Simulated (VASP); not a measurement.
Wanted: the native input for a VASP 6.6.1 run.

```yaml
Task: single point
Functional: LDA
Potentials_or_basis: VASP PAW LDA potentials, release 64 (Rh_pv)
Cutoff: 520 eV
k_mesh: 22 × 22 × 22
Occupations: gaussian, width 0.15 eV
Spin: no spin polarisation
Dipole_correction: no
Further_INCAR_settings: ALGO = Fast; EDIFF = 1e-06; NBANDS = 14
```

The structure of Rh lies in POSCAR:

```
Rh
1.0
    0.0000000000      1.8921659967      2.0441069262
    1.8921659967      0.0000000000      2.0441069262
    1.8921659967      1.8921659967      0.0000000000
Rh
1
Direct
    0.0000000000      0.0000000000      0.0000000000
```

One way to write it, as run:

INCAR

```
SYSTEM = Rh
PREC = Accurate
ENCUT = 520
EDIFF = 1E-6
ISMEAR = 0
SIGMA = 0.15
LREAL = .FALSE.
LASPH = .TRUE.
NELM = 60
ALGO = Fast
ISIF = 2
LWAVE = .FALSE.
LCHARG = .FALSE.
NBANDS = 14
```

KPOINTS

```
Automatic mesh
0
G
  22 22 22
  0 0 0
```

Potentials or basis: VASP PAW LDA potentials, release 64 (Rh_pv).

The run is started by

```sh
$ cat potpaw_LDA.64/Rh_pv/POTCAR > POTCAR
$ mpirun -np 1 vasp_std > vasp.out
```

It gave:

```
Pressure               : -23.1 GPa
Band gap on the k mesh : zero (an odd number of electrons rules out a gap without spin polarisation)
```

Caveat: the stress differs along the axes, from -34 to -18 GPa.

Run time: 86 s on 1 thread of AMD EPYC 9R45 (Zen 5) (shared host), peak memory 0.22 GiB.
